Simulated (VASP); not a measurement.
The system is Ti.

```
Ti
1.0
     2.93846    0.00000    0.00000
    -1.46923    2.54478    0.00000
     0.00000    0.00000    4.65063
Ti
2
Direct
  0.33333 0.66667 0.25000
  0.66667 0.33333 0.75000
```

Base run:

- Program: VASP 6.6.1
- Functional: PBE
- Potentials or basis: VASP PAW PBE potentials, release 64 (Ti_sv)
- Cutoff: 520 eV
- k mesh: 12 × 12 × 8
- Occupations: gaussian, width 0.1 eV
- Spin: no spin polarisation

Its results: band gap on the k mesh zero (band 12 reaches 9.10 eV, above the bottom of band 13 at 8.10 eV); pressure -0.2 GPa.

The run is repeated on the same cell with these changes: k mesh from 12 × 12 × 8 to 18 × 18 × 10; further incar settings from ALGO = Normal; EDIFF = 1e-06; NBANDS = 19 to ALGO = Fast; EDIFF = 1e-06; NBANDS = 19. What comes out?

Band gap on the k mesh zero (band 12 reaches 9.10 eV, above the bottom of band 13 at 8.00 eV); pressure -0.7 GPa.
